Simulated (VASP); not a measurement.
The system is KCl.

```
K Cl
1.0
     3.81343    0.00000    0.00000
     0.00000    3.81343    0.00000
     0.00000    0.00000    3.81343
K Cl
1 1
Direct
  0.00000 0.00000 0.00000
  0.50000 0.50000 0.50000
```

Base run:

| Item | Value |
| --- | --- |
| Program | VASP 6.6.1 |
| Functional | PBEsol |
| Potentials or basis | VASP PAW PBE potentials, release 64 (K_sv, Cl) |
| Cutoff | 520 eV |
| k mesh | 7 × 7 × 7 |
| Occupations | fermi-dirac, width 0.05 eV |
| Spin | no spin polarisation |

Its results: band gap on the k mesh 4.72 eV, indirect (least direct gap 4.91 eV); pressure -1.1 GPa.

Task: The run is repeated on the same cell with these changes: functional from PBEsol to PBE. What comes out?

Result: Band gap on the k mesh 4.90 eV, indirect (least direct gap 5.09 eV); pressure 0.3 GPa.

PBE binds less tightly than PBEsol, so the same cell stands under more pressure.

Caveats: the PAW data sets were made with another functional, which shifts forces and pressure a little (some runs).

A k mesh can miss the band edges.
